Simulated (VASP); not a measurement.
Here is a VASP 6.6.1 calculation.

The input INCAR:

```
SYSTEM = Re
  ALGO = Normal
  EDIFF = 1E-7
  EDIFFG = -0.02
  ENCUT = 560
  GGA = PS
  GGA_COMPAT = .FALSE.
  IBRION = 2
  ISIF = 3
  ISMEAR = -1
  LASPH = .TRUE.
  LCHARG = .FALSE.
  LREAL = .FALSE.
  LWAVE = .FALSE.
  NELM = 120
  NELMIN = 4
  NSW = 80
  PREC = Accurate
  SIGMA = 0.1
```

KPOINTS

```
k-points
0
G
  13 13 13
  0 0 0
```

Contents of POSCAR:

```
Re
1.0
    0.0000000000      2.6750000000      2.6750000000
    2.6750000000      0.0000000000      2.6750000000
    2.6750000000      2.6750000000      0.0000000000
Re
2
Direct
    0.0000000000      0.0000000000      0.0000000000
    0.2500000000      0.2500000000      0.2500000000
```

Potentials or basis: VASP PAW PBE potentials, release 64 (Re_sv_GW).

The run is started by

```bash
$ cat potpaw_PBE.64/Re_sv_GW/POTCAR > POTCAR
$ mpirun -np 1 vasp_std > vasp.out
```

(1) Predict the relaxed cell.

(2) Estimate the band gap on the k mesh.

(3) Estimate the space group after relaxing (to 0.1 Å).

(4) Estimate the relaxed volume.

Results:

(1) a = 3.943 Å, b = 3.943 Å, c = 3.943 Å, α = 60.00°, β = 60.00°, γ = 60.00°.

(2) zero (bands 15 and 16 overlap by 1.17 eV).

(3) Fd-3m (No. 227).

(4) 21.67 Å³/atom.

Caveat: the PAW data sets were made with another functional, which shifts forces and pressure a little; spin-orbit coupling is left out, which moves the levels of the heavy elements.
